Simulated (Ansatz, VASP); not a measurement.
# Two plane-wave programs on Te6Mo3H

INCAR

```
SYSTEM = Te6Mo3H
  ALGO = Normal
  EDIFF = 1E-6
  ENCUT = 400
  GGA = PS
  GGA_COMPAT = .False.
  ISIF = 2
  ISMEAR = 0
  IVDW = 12
  LASPH = .True.
  LCHARG = .False.
  LREAL = .False.
  LWAVE = .False.
  NBANDS = 50
  NELM = 120
  PREC = Accurate
  SIGMA = 0.05
```

KPOINTS

```
k-points
0
Gamma
  9 9 2
  0 0 0
```

POSCAR

```
Te6Mo3H
1.0
    3.4334342720      0.0000000000      0.0000000000
   -1.7167171360      2.9734413017      0.0000000000
    0.0000000000      0.0000000000     20.7704294686
Te Mo H
6 3 1
Direct
    0.0000000000      0.0000000000      0.9125759363
    0.3333333333      0.6666666667      0.5917818730
    0.3333333333      0.6666666667      0.2333053354
    0.3333333333      0.6666666667      0.7666946646
    0.3333333333      0.6666666667      0.4082181270
    0.0000000000      0.0000000000      0.0874240637
    0.0000000000      0.0000000000      0.6791511892
    0.0000000000      0.0000000000      0.3208488108
    0.3333333333      0.6666666667      0.0000000000
    0.1976901700      0.1405117517      0.2523436347
```

Input for Ansatz:

```yaml
crystal:
  lattice:
    - [3.433434272, 0.0, 0.0]
    - [-1.716717136, 2.9734413017, 0.0]
    - [0.0, 0.0, 20.7704294686]
  atoms:
    - { symbol: Te, position: [0.0, 0.0, 0.9125759363] }
    - { symbol: Te, position: [0.3333333333, 0.6666666667, 0.591781873] }
    - { symbol: Te, position: [0.3333333333, 0.6666666667, 0.2333053354] }
    - { symbol: Te, position: [0.3333333333, 0.6666666667, 0.7666946646] }
    - { symbol: Te, position: [0.3333333333, 0.6666666667, 0.408218127] }
    - { symbol: Te, position: [0.0, 0.0, 0.0874240637] }
    - { symbol: Mo, position: [0.0, 0.0, 0.6791511892] }
    - { symbol: Mo, position: [0.0, 0.0, 0.3208488108] }
    - { symbol: Mo, position: [0.3333333333, 0.6666666667, 0.0] }
    - { symbol: H, position: [0.19769017, 0.1405117517, 0.2523436347] }
basis:
  ecutwfc: 420
kpoints:
  mp_grid: { grid: [9, 9, 2] }
hamiltonian:
  xc: pbesol
  pseudopotentials: { kind: paw, azcp: { folder: soft_1 } }
  dispersion: d3bj
scf:
  occupations: { method: gaussian, width: 0.05 }
output:
  forces: true
  stress: true
  eigenvalues: true
  write_density: true
  write_potential: true
  elf: true
  volumetric_format: npy
```

Alike in both runs: task single point; functional PBEsol; dispersion D3(BJ); k mesh 9 × 9 × 2; occupations gaussian, width 0.05 eV; no spin polarisation.

|  | VASP | Ansatz |
| --- | --- | --- |
| version | VASP 6.6.1 | Ansatz 0.2.0 |
| potentials or method | VASP PAW PBE potentials, release 64 (Te, Mo_sv, H), cutoff 400 eV | scalar-relativistic, plane waves, PAW |
| valence electrons in the cell | 79 | 139 |

|  | VASP | Ansatz | Ansatz less VASP |
| --- | --- | --- | --- |
| gap on the k mesh at the Fermi level (eV) | none | none | - |
| pressure (GPa) | 4.7 | 4.8 | +0.04 |
| traceless stress, the component that is largest in VASP (GPa) | -2.18 | -2.10 | +0.076 |
| rms of the force components (eV/Å) | 0.884 | 0.865 | -0.0192 |

VASP's potentials were made for PBE, not for PBEsol, and Ansatz warns of the same on its side. Atom by atom the forces differ by 0.026 eV/Å (rms over components). A gap of «none» marks a metal or a gap that the smearing closes. VASP's potentials hold 79 valence electrons a cell and Ansatz's 139, so a difference there can come from the potentials and not from the codes.

Neither program's run includes spin-orbit coupling.
